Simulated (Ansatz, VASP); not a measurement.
## BN in VASP and in Ansatz

```xyz
8
Lattice="4.5222 0.0000 0.0000 0.0000 4.5222 0.0000 0.0000 0.0000 2.3198" Properties=species:S:1:pos:R:3 pbc="T T T"
B     0.7881    3.7341    1.1599
B     1.4730    1.4730    0.0000
B     3.0492    3.0492    0.0000
B     3.7341    0.7881    1.1599
N     3.6748    3.6748    1.1599
N     1.4137    3.1085    0.0000
N     3.1085    1.4137    0.0000
N     0.8474    0.8474    1.1599
```

Alike in both runs: task single point; functional PBE; k mesh 6 × 6 × 10; occupations gaussian, width 0.05 eV; no spin polarisation.

```csv
,VASP,Ansatz
version,VASP 6.6.1,Ansatz 0.2.0
potentials or method,"VASP PAW PBE potentials, release 64 (B, N), cutoff 520 eV","scalar-relativistic, plane waves, PAW"
valence electrons in the cell,32,32
```

VASP gave:

```
gap on the k mesh at the Fermi level (eV) : 4.32
least direct gap on the mesh (eV)         : 5.78
rms of the force components (eV/Å)        : 0.513
```

Question: What did Ansatz give for the same quantities?

Answer: gap on the k mesh at the Fermi level (eV): 4.34; least direct gap on the mesh (eV): 5.79; rms of the force components (eV/Å): 0.497.

Atom by atom the forces differ by 0.019 eV/Å (rms over components).
